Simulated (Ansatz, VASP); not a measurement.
This is a calculation of Sb for Ansatz 0.2.0.

The input input.yaml:

```yaml
crystal:
  lattice:
    - [2.1542, 1.2437279499, 3.758]
    - [-2.1542, 1.2437279499, 3.758]
    - [0.0, -2.4874558998, 3.758]
  atoms:
    - { symbol: Sb, position: [0.76651, 0.76651, 0.76651] }
    - { symbol: Sb, position: [0.23349, 0.23349, 0.23349] }
kpoints:
  mp_grid: { grid: [8, 8, 8] }
scf:
  occupations: { method: fermi_dirac, width: 0.05 }
hamiltonian:
  xc: pbe
  dispersion: d4
  pseudopotentials: { kind: all_electron, lapw: { basis_error: 0.001 } }
output:
  forces: true
  stress: true
relax:
  f_tol: 0.01
  max_steps: 60
  cell: {}
```

Potentials or basis: all-electron LAPW, scalar-relativistic.

The run is started by

```sh
$ ansatz run input.yaml --threads 1 --pin off --max-ram 3072MiB --backend cpu --events-out ev --progress --plain --runs-dir out
```

Problem. Translate it to VASP 6.6.1. Potentials there: VASP PAW PBE potentials, release 64 (Sb).

Solution. As run (the cutoff follows the program's own potentials):

File INCAR:

```
SYSTEM = Sb
ALGO = Normal
EDIFF = 1E-6
EDIFFG = -0.01
ENCUT = 600
GGA = PE
IBRION = 2
ISIF = 3
ISMEAR = -1
IVDW = 13
LASPH = .TRUE.
LCHARG = .FALSE.
LREAL = .FALSE.
LWAVE = .FALSE.
NELM = 100
NSW = 80
PREC = Accurate
SIGMA = 0.05
```

KPOINTS

```
k-points
0
G
  8 8 8
  0 0 0
```

The input POSCAR:

```
Sb
1.0
    2.1542000000      1.2437279499      3.7580000000
   -2.1542000000      1.2437279499      3.7580000000
    0.0000000000     -2.4874558998      3.7580000000
Sb
2
Direct
    0.7665100000      0.7665100000      0.7665100000
    0.2334900000      0.2334900000      0.2334900000
```

Potentials or basis: VASP PAW PBE potentials, release 64 (Sb).

Command:

```console
$ cat potpaw_PBE.64/Sb/POTCAR > POTCAR
$ mpirun -np 1 vasp_std > vasp.out
```

Both were run:

|  | VASP | Ansatz | Ansatz less VASP |
| --- | --- | --- | --- |
| relaxed volume (Å³/atom) | 29.73 | 29.79 | +0.054 |
| relaxed length of the cell vector where the two differ most in proportion (Å) | 4.439 | 4.444 | +0.0051 |

Ansatz ran all-electron here, and VASP with PAW potentials.

Neither program's run includes spin-orbit coupling.
